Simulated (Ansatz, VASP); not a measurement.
## BP in VASP and in Ansatz

```
B P
1.0
     0.00000    2.31438    2.26900
     2.31438    0.00000    2.26900
     2.31438    2.31438    0.00000
B P
1 1
Direct
  0.00000 0.00000 0.00000
  0.75000 0.75000 0.75000
```

Change from the starting cell: equal xx and yy strain of +2 %, PAW files.

Alike in both runs: task electric field gradients; functional PBE; k mesh 15 × 15 × 15; occupations fermi-dirac, width 0.05 eV; no spin polarisation.

```csv
,VASP,Ansatz
version,VASP 6.6.1,Ansatz 0.2.0
potentials or method,"VASP PAW PBE potentials, release 64 (B, P)","PAW with Ansatz's default frozen-core files, scalar-relativistic"
plane-wave cutoff (eV),520,420
valence electrons in the cell,8,8
```

VASP gave:

```
pressure (GPa)                                                : -5.2
traceless stress, the component that is largest in VASP (GPa) : 3.33
size of Vzz on the site where it differs most (V/Å²)          : 0.1
```

**Question.** What did Ansatz give for the same quantities?

**Answer.** Pressure (GPa): -5.0; traceless stress, the component that is largest in VASP (GPa): 3.33; size of Vzz on the site where it differs most (V/Å²): 0.2.

The functional is the same, so the differences come from potentials, cutoffs and numerics.
